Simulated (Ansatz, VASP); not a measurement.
Si5Sn in VASP and in Ansatz

Contents of INCAR:

```
SYSTEM = Si5Sn
  PREC = Accurate
  ENCUT = 600
  EDIFF = 1E-6
  ISMEAR = 0
  SIGMA = 0.1
  LREAL = .False.
  LASPH = .True.
  NELM = 100
  ALGO = Normal
  ISIF = 3
  LWAVE = .False.
  LCHARG = .False.
  GGA = PE
  IBRION = 2
  NSW = 100
  EDIFFG = -0.01
```

Contents of KPOINTS:

```
Automatic mesh
0
Gamma
  12 12 10
  0 0 0
```

Contents of POSCAR:

```
Si5Sn
1.0
    5.2751207685      0.0000000000      0.0000000000
   -2.6375603842      4.5683885936      0.0000000000
    0.0000000000      0.0000000000      4.3315924206
Si Sn
5 1
Direct
    0.5000000000      0.5000000000      0.0000000000
    0.3333333333      0.6666666667      0.5000000000
    0.0000000000      0.5000000000      0.0000000000
    0.5000000000      0.0000000000      0.0000000000
    0.6666666667      0.3333333333      0.5000000000
    0.0000000000      0.0000000000      0.5000000000
```

Input for Ansatz:

```yaml
crystal:
  lattice:
    - [5.2751207685, 0.0, 0.0]
    - [-2.6375603842, 4.5683885936, 0.0]
    - [0.0, 0.0, 4.3315924206]
  atoms:
    - { symbol: Si, position: [0.5, 0.5, 0.0] }
    - { symbol: Si, position: [0.3333333333, 0.6666666667, 0.5] }
    - { symbol: Si, position: [0.0, 0.5, 0.0] }
    - { symbol: Si, position: [0.5, 0.0, 0.0] }
    - { symbol: Si, position: [0.6666666667, 0.3333333333, 0.5] }
    - { symbol: Sn, position: [0.0, 0.0, 0.5] }
basis:
  ecutwfc: 420
kpoints:
  mp_grid: { grid: [12, 12, 10] }
hamiltonian:
  xc: pbe
scf:
  occupations: { method: gaussian, width: 0.1 }
output:
  forces: true
  stress: true
  eigenvalues: true
relax:
  adjacent_minimum: "off"
  f_tol: 0.01
  max_steps: 80
  cell: { stress_tol: 0.05 }
```

Change from the starting cell: species swapped into the MgPd5 type (P-62m, No. 189).

Alike in both runs: task relaxation of cell and atoms; functional PBE; k mesh 12 × 12 × 10; occupations gaussian, width 0.1 eV; no spin polarisation.

```csv
,VASP,Ansatz
version,VASP 6.6.1,Ansatz 0.2.0
potentials or method,"VASP PAW PBE potentials, release 64 (Si, Sn_d), cutoff 600 eV","scalar-relativistic, plane waves, PAW"
valence electrons in the cell,34,34
```

```tsv
	VASP	Ansatz	Ansatz less VASP
gap on the k mesh at the Fermi level, each at its own relaxed structure (eV)	none	none	-
relaxed volume (Å³/atom)	17.42	17.42	0.000
relaxed cell length with the largest relative difference (Å)	4.164	4.164	+0.0004
```

A gap of «none» marks a metal or a gap that the smearing closes.
